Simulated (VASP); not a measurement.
# TiC: single point with PBEsol

The system is TiC.

```
Ti C
1.0
     0.00000    2.14141    2.14141
     2.14141    0.00000    2.14141
     2.14141    2.14141    0.00000
Ti C
1 1
Direct
  0.00000 0.00000 0.00000
  0.50000 0.50000 0.50000
```

- Program: VASP 6.6.1
- Task: single point
- Functional: PBEsol
- Potentials or basis: VASP PAW PBE potentials, release 64 (Ti_sv, C)
- Cutoff: 600 eV
- k mesh: 18 × 18 × 18
- Occupations: fermi-dirac, width 0.05 eV
- Spin: no spin polarisation
- Dipole correction: no
- Further INCAR settings: ALGO = Normal; EDIFF = 1e-06; NBANDS = 15

```
Pressure               : 2.2 GPa
Band gap on the k mesh : zero (band 8 reaches 10.38 eV, above the bottom of band 9 at 9.29 eV)
```

Levels at points of the mesh, in eV from the Fermi level:
```csv
k point,band 4,band 5,band 6,band 7,band 8,band 9,band 10,band 11,band 12,band 13
"(0.00, 0.00, 0.00)",-32.34,-12.52,0.67,0.67,0.67,1.75,1.75,1.75,1.80,1.80
"(0.50, 0.00, 0.00)",-32.40,-8.84,-6.03,-3.01,-3.01,3.05,3.05,4.30,8.35,8.55
"(0.50, 0.50, 0.00)",-32.53,-10.20,-3.46,-1.78,0.01,0.01,2.86,3.69,3.69,6.19
```

It took 30 s on 1 thread of Intel Xeon 6975P-C (shared host), peak memory 0.19 GiB.

Caveat: the PAW data sets were made with another functional, which shifts forces and pressure a little.
